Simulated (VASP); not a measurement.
# Mo (P6/mmm) in VASP: further runs, part 2 of 2

VASP 6.6.1. Earlier steps stand in the parts before.

### Step 3. Single point, r2SCAN (strain +0.000 along x and y, +0.015 along z)

Input file POSCAR:

```
Mo
1.0
    2.7355103972      0.0000000000      0.0000000000
   -1.3677551986      2.3690214963      0.0000000000
    0.0000000000      0.0000000000      2.5935084105
Mo
1
Direct
    0.0000000000      0.0000000000      0.5000000000
```

Input file INCAR.step1:

```
PREC     = Accurate       # precision mode
ENCUT    = 520            # plane-wave cutoff, eV
ISMEAR   = 0              # smearing method
SIGMA    = 0.15           # smearing width, eV
LREAL    = F              # projectors in reciprocal space
LASPH    = T              # aspherical terms in the spheres
NELM     = 60             # most SCF steps
NBANDS   = 13             # bands
GGA      = PE             # functional
ALGO     = Normal         # electronic algorithm
EDIFF    = 1E-4           # SCF threshold, eV
LWAVE    = T              # write WAVECAR
LCHARG   = F              # write CHGCAR
```

Input file INCAR.step2:

```
PREC     = Accurate       # precision mode
ENCUT    = 520            # plane-wave cutoff, eV
EDIFF    = 1E-6           # SCF threshold, eV
ISMEAR   = 0              # smearing method
SIGMA    = 0.15           # smearing width, eV
LREAL    = F              # projectors in reciprocal space
LASPH    = T              # aspherical terms in the spheres
NELM     = 60             # most SCF steps
ALGO     = Normal         # electronic algorithm
ISIF     = 2              # what is computed and relaxed
LWAVE    = F              # write WAVECAR
LCHARG   = T              # write CHGCAR
METAGGA  = R2SCAN         # meta-GGA
LMIXTAU  = T            
LELF     = T              # ELF
LVHAR    = T            
NBANDS   = 13             # bands
ISTART   = 1
```

Input file KPOINTS:

```
regular mesh
0
Gamma
  18 18 18
```

Potentials or basis: VASP PAW PBE potentials, release 64 (Mo_sv).

On the command line:

```
$ cat potpaw_PBE.64/Mo_sv/POTCAR > POTCAR
$ cp INCAR.step1 INCAR
$ mpirun -np 1 vasp_std > vasp.out
$ cp INCAR.step2 INCAR
$ mpirun -np 1 vasp_std > vasp.out
```

OUTCAR:

```text
PREC = Accurate
   ENCUT = 520
   EDIFF = 1E-6
   ISMEAR = 0
   LREAL = F
   LASPH = T
   NELM = 60
   ISIF = 2
   METAGGA = R2SCAN
   ISTART = 1

 ion  position               nearest neighbor table
   1  0.000  0.000  0.500-

  LATTYP: Found a hexagonal cell.
 ALAT       =     2.7355103972
 C/A-ratio  =     0.9480893998

  Lattice vectors:

 A1 = (   2.7355103972,   0.0000000000,   0.0000000000)
[... 562 lines left out ...]
     11      21.9066      0.00000
     12      24.6160      0.00000
     13      29.3051      0.00000

 [... further k-points ...]

------------------------ aborting loop because EDIFF is reached ----------------------------------------

  FORCE on cell =-STRESS in cart. coord.  units (eV):
  Direction    XX          YY          ZZ          XY          YZ          ZX
  --------------------------------------------------------------------------------------
  -------------------------------------------------------------------------------------
  Total        0.1974241      0.1974241     -0.8899702     -0.0000000      0.0000000      0.0000000
  in kB       18.8198334     18.8198334    -84.8381153     -0.0000000      0.0000000      0.0000000
  external PRESSURE =     -15.7328161 kB  Pullay stress =       0.0000000 kB

 VOLUME and BASIS-vectors are now :
 -----------------------------------------------------------------------------
  energy-cutoff  :      520.00
  volume of cell :       16.81
      direct lattice vectors                 reciprocal lattice vectors
     2.735510397  0.000000000  0.000000000     0.365562493  0.211057604  0.000000000
    -1.367755199  2.369021496  0.000000000     0.000000000  0.422115207  0.000000000
     0.000000000  0.000000000  2.593508411     0.000000000  0.000000000  0.385578083

 POSITION                                       TOTAL-FORCE (eV/Angst)
 -----------------------------------------------------------------------------------
      0.00000      0.00000      1.29675         0.000000      0.000000      0.000000
 -----------------------------------------------------------------------------------
    total drift:                               -0.000000      0.000000     -0.000000

  FREE ENERGIE OF THE ION-ELECTRON SYSTEM (eV)
  ---------------------------------------------------
  free  energy   TOTEN  =       -25.1439782094 eV

  energy  without entropy=      -25.1358593765  energy(sigma->0) =      -25.13991879
```

OSZICAR.step1:

```text
N       E                     dE             d eps       ncg     rms          rms(c)
DAV:   1     0.111990220314E+03    0.11199E+03   -0.91755E+03  9713   0.111E+03
DAV:   2    -0.908604212658E+01   -0.12108E+03   -0.11722E+03 10825   0.331E+02
DAV:   3    -0.105222057893E+02   -0.14362E+01   -0.14321E+01 11175   0.369E+01
DAV:   4    -0.105266431229E+02   -0.44373E-02   -0.44372E-02 10945   0.229E+00
DAV:   5    -0.105266798276E+02   -0.36705E-04   -0.36703E-04 11365   0.177E-01    0.126E+01
DAV:   6    -0.101066823081E+02    0.42000E+00   -0.56295E-01  9730   0.882E+00    0.387E+00
DAV:   7    -0.100548350615E+02    0.51847E-01   -0.10745E-01 10790   0.366E+00    0.738E-01
DAV:   8    -0.100526072693E+02    0.22278E-02   -0.35760E-03 10085   0.744E-01    0.929E-02
DAV:   9    -0.100526542423E+02   -0.46973E-04   -0.46623E-05  7535   0.892E-02
   1 F= -.10052654E+02 E0= -.10048269E+02  d E =-.876954E-02
```

Run time: 86 s. Hardware: 1 thread of Intel Xeon 6975P-C (Granite Rapids), shared host; peak memory 0.19 GiB.

What came out:

| Property | Result |
| --- | --- |
| Free energy | -25.1440 eV |
| Pressure | -1.6 GPa |
| Band gap on the k mesh | zero (bands 7 and 8 overlap by 1.86 eV) |

Levels at points of the mesh, in eV from the Fermi level:
| k point | band 5 | band 6 | band 7 | band 8 | band 9 | band 10 |
| --- | --- | --- | --- | --- | --- | --- |
| (0.00, 0.00, 0.00) | -7.22 | -4.68 | -0.98 | -0.98 | 4.17 | 4.17 |
| (0.50, 0.00, 0.00) | -5.22 | -3.34 | 0.88 | 0.93 | 3.47 | 4.53 |
| (0.00, 0.00, 0.50) | -4.11 | -0.34 | -0.21 | -0.21 | 1.06 | 1.06 |
| (0.50, 0.00, 0.50) | -5.48 | -3.73 | -0.26 | 4.83 | 5.81 | 6.46 |

Caveat: the cell differs from its parent crystal (strain +0.000 along x and y, +0.015 along z); the stress differs along the axes, from -8 to 2 GPa; the PAW data sets were made with another functional, which shifts forces and pressure a little.

### Step 4. Single point, r2SCAN (strain +0.015 along x and y, -0.015 along z)

Input file POSCAR:

```
Mo
1.0
    2.7765430532      0.0000000000      0.0000000000
   -1.3882715266      2.4045568187      0.0000000000
    0.0000000000      0.0000000000      2.5168529895
Mo
1
Direct
    0.0000000000      0.0000000000      0.5000000000
```

Input file INCAR.step1:

```
SYSTEM = Mo
ALGO = Normal ; EDIFF = 1E-4
ENCUT = 520 ; GGA = PE
ISMEAR = 0 ; LASPH = .TRUE.
LCHARG = .FALSE. ; LREAL = .FALSE.
LWAVE = .TRUE. ; NBANDS = 13
NELM = 60 ; PREC = Accurate
SIGMA = 0.15
```

Input file INCAR.step2:

```
SYSTEM = Mo
ALGO = Normal ; EDIFF = 1E-6
ENCUT = 520 ; ISIF = 2
ISMEAR = 0 ; ISTART = 1
LASPH = .TRUE. ; LCHARG = .TRUE.
LELF = .TRUE. ; LMIXTAU = .TRUE.
LREAL = .FALSE. ; LVHAR = .TRUE.
LWAVE = .FALSE. ; METAGGA = R2SCAN
NBANDS = 13 ; NELM = 60
PREC = Accurate ; SIGMA = 0.15
```

Input file KPOINTS:

```
k-points
0
G
  18 18 18
  0 0 0
```

On the command line:

```
$ cat potpaw_PBE.64/Mo_sv/POTCAR > POTCAR
$ cp INCAR.step1 INCAR
$ mpirun -np 1 vasp_std > vasp.out
$ cp INCAR.step2 INCAR
$ mpirun -np 1 vasp_std > vasp.out
```

It took 75 s on 1 thread of Intel Xeon 6975P-C (Granite Rapids), shared host; peak memory 0.19 GiB.

Results (log left out):

| Item | Value |
| --- | --- |
| Free energy | -25.1514 eV |
| Pressure | -1.7 GPa |
| Band gap on the k mesh | zero (bands 7 and 8 overlap by 1.80 eV) |

Stress tensor (GPa, compression positive):
```
-3.32  0.00  0.00
 0.00 -3.32  0.00
 0.00  0.00  1.52
```

Levels at points of the mesh, in eV from the Fermi level:
```tsv
k point	band 5	band 6	band 7	band 8	band 9	band 10
(0.00, 0.00, 0.00)	-7.07	-4.62	-0.90	-0.90	4.46	4.46
(0.50, 0.00, 0.00)	-5.02	-3.50	0.84	1.61	3.85	4.32
(0.00, 0.00, 0.50)	-3.65	0.06	0.06	0.17	0.68	0.68
(0.50, 0.00, 0.50)	-5.44	-3.23	-0.56	4.73	6.23	6.81
```

Caveat: the cell differs from its parent crystal (strain +0.015 along x and y, -0.015 along z); the PAW data sets were made with another functional, which shifts forces and pressure a little.

### Step 5. Single point, r2SCAN (strain +0.015 along x and y, +0.030 along z)

Changes to POSCAR since step 4:

```diff
@@ -4,3 +4,3 @@
    -1.3882715266      2.4045568187      0.0000000000
-    0.0000000000      0.0000000000      2.5168529895
+    0.0000000000      0.0000000000      2.6318361210
 Mo
```

Input file INCAR.step1:

```
SYSTEM = Mo
PREC = Accurate
ENCUT = 520
ISMEAR = 0
SIGMA = 0.15
LREAL = .False.
LASPH = .True.
NELM = 100
NBANDS = 13
GGA = PE
ALGO = Normal
EDIFF = 1E-4
LWAVE = .True.
LCHARG = .False.
```

Input file INCAR.step2:

```
SYSTEM = Mo
PREC = Accurate
ENCUT = 520
EDIFF = 1E-6
ISMEAR = 0
SIGMA = 0.15
LREAL = .False.
LASPH = .True.
NELM = 100
ALGO = Normal
ISIF = 2
LWAVE = .False.
LCHARG = .False.
METAGGA = R2SCAN
LMIXTAU = .True.
NBANDS = 13
ISTART = 1
```

Input file KPOINTS:

```
regular mesh
0
Gamma
  18 18 18
  0 0 0
```

On the command line:

```
$ cat potpaw_PBE.64/Mo_sv/POTCAR > POTCAR
$ cp INCAR.step1 INCAR
$ mpirun -np 1 vasp_std > vasp.out
$ cp INCAR.step2 INCAR
$ mpirun -np 1 vasp_std > vasp.out
```

Wall time 75 s (1 thread of Intel Xeon 6975P-C (Granite Rapids), shared host); peak memory 0.2 GiB.

It converged, with:

| Quantity | Value |
| --- | --- |
| Free energy | -25.1154 eV |
| Pressure | -10.2 GPa |
| Band gap on the k mesh | zero (bands 7 and 8 overlap by 1.72 eV) |

Stress tensor (GPa, compression positive):
```
 -7.28   0.00   0.00
  0.00  -7.28   0.00
  0.00   0.00 -16.04
```

Levels at points of the mesh, in eV from the Fermi level:
| k point | band 5 | band 6 | band 7 | band 8 | band 9 | band 10 |
| --- | --- | --- | --- | --- | --- | --- |
| (0.00, 0.00, 0.00) | -7.08 | -4.46 | -0.91 | -0.91 | 3.91 | 3.91 |
| (0.50, 0.00, 0.00) | -4.97 | -3.23 | 0.81 | 0.85 | 3.26 | 4.24 |
| (0.00, 0.00, 0.50) | -4.04 | -0.38 | -0.19 | -0.19 | 1.00 | 1.00 |
| (0.50, 0.00, 0.50) | -5.15 | -3.54 | -0.22 | 4.53 | 5.42 | 6.28 |

Caveat: the cell differs from its parent crystal (strain +0.015 along x and y, +0.030 along z); the stress differs along the axes, from -16 to -7 GPa; the PAW data sets were made with another functional, which shifts forces and pressure a little.

### Step 6. Overview

| cell | gap on the mesh (eV) | pressure (GPa) |
| --- | --- | --- |
| a = 2.777, b = 2.777, c = 2.479 Å, angles 90.0, 90.0, 120.0°, 1 atom | none | 1.8 |
| a = 2.736, b = 2.736, c = 2.594 Å, angles 90.0, 90.0, 120.0°, 1 atom | none | -1.6 |
| a = 2.777, b = 2.777, c = 2.517 Å, angles 90.0, 90.0, 120.0°, 1 atom | none | -1.7 |
| a = 2.777, b = 2.777, c = 2.632 Å, angles 90.0, 90.0, 120.0°, 1 atom | none | -10.2 |

Alike in all rows: task single point; level r2SCAN; potentials or basis VASP PAW PBE potentials, release 64 (Mo_sv); no spin polarisation; k mesh 18 × 18 × 18; cutoff (eV) 520; smearing gaussian 0.15 eV.

Caveats: the PAW data sets were made with another functional, which shifts forces and pressure a little; the stress differs along the axes, from -1 to 8 GPa (at least some runs); the stress differs along the axes, from -8 to 2 GPa (at least some runs); the stress differs along the axes, from -16 to -7 GPa (at least some runs).

Absolute energies hang on the potentials; compare differences alone.
